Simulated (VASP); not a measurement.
Wanted: the native input for a VASP 6.6.1 run.

- Task: single point
- Functional: PBE
- Potentials or basis: VASP PAW PBE potentials, release 64 (Ba_sv, Ti_sv, O)
- Cutoff: 520 eV
- k mesh: 6 × 6 × 6
- Occupations: fermi-dirac, width 0.02 eV
- Spin: no spin polarisation
- Dipole correction: no
- Further INCAR settings: ALGO = Normal; EDIFF = 1e-07; NBANDS = 28

The structure of BaTiO3 lies in POSCAR:

```
BaTiO3
1.0
    3.9861129279      0.0000000000      0.0000000000
    0.0000000000      3.9861129279      0.0000000000
    0.0000000000      0.0000000000      4.1980356845
Ba Ti O
1 1 3
Direct
    0.0000000000      0.0000000000     -0.0104426150
    0.5000000000      0.5000000000      0.4722700993
    0.5000000000      0.5000000000      0.0405145117
    0.5000000000      0.0000000000      0.5203290020
    0.0000000000      0.5000000000      0.5203290020
```

These files were run (other wordings do the same):

INCAR

```
SYSTEM = BaTiO3
PREC = Accurate
ENCUT = 520
EDIFF = 1E-7
ISMEAR = -1
SIGMA = 0.02
LREAL = .FALSE.
LASPH = .TRUE.
NELM = 60
ALGO = Normal
ISIF = 2
LWAVE = .FALSE.
LCHARG = .TRUE.
GGA = PE
LELF = .TRUE.
LVHAR = .TRUE.
NBANDS = 28
```

KPOINTS

```
Automatic mesh
0
G
  6 6 6
  0 0 0
```

Potentials or basis: VASP PAW PBE potentials, release 64 (Ba_sv, Ti_sv, O).

Run with:

```bash
$ cat potpaw_PBE.64/Ba_sv/POTCAR potpaw_PBE.64/Ti_sv/POTCAR potpaw_PBE.64/O/POTCAR > POTCAR
$ mpirun -np 1 vasp_std > vasp.out
```

Results of the run:

The pressure is 1.6 GPa, the largest force is 0.084 eV/Å and the band gap on the k mesh is 1.79 eV (least direct gap 2.35 eV).

Caveat: spin-orbit coupling is left out, which moves the levels of the heavy elements.

Wall time 48 s on 1 thread of Intel(R) Xeon(R) 6975P-C (Granite Rapids), with other jobs on the host, peak memory 0.22 GiB.
